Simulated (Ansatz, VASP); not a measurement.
Two plane-wave programs on Si

```
Si
1.0
    -2.18166    2.18166    1.32927
     2.18166   -2.18166    1.32927
     2.18166    2.18166   -1.32927
Si
2
Cartesian
  2.1817 0.0000 0.6646
  0.0000 0.0000 1.3293
```

Change from the starting cell: strain -0.080 along x and y, +0.000 along z, atoms carried along.

Alike in both runs: task single point; functional LDA; k mesh 20 × 20 × 20; occupations gaussian, width 0.15 eV; no spin polarisation.

|  | VASP | Ansatz |
| --- | --- | --- |
| version | VASP 6.6.1 | Ansatz 0.2.0 |
| potentials or method | VASP PAW LDA potentials, release 64 (Si), cutoff 520 eV | scalar-relativistic, plane waves, PAW |
| valence electrons in the cell | 8 | 8 |

```csv
,VASP,Ansatz,Ansatz less VASP
gap on the k mesh at the Fermi level (eV),none,none,-
pressure (GPa),30.7,30.5,-0.18
"traceless stress, the component that is largest in VASP (GPa)",-16.21,-16.14,+0.068
```

LDA's correlation is that of Perdew and Zunger in VASP and of Perdew and Wang (1992) in Ansatz. A gap of «none» marks a metal or a gap that the smearing closes. Both programs put the cell under a high pressure, so it lies far from rest at this level.
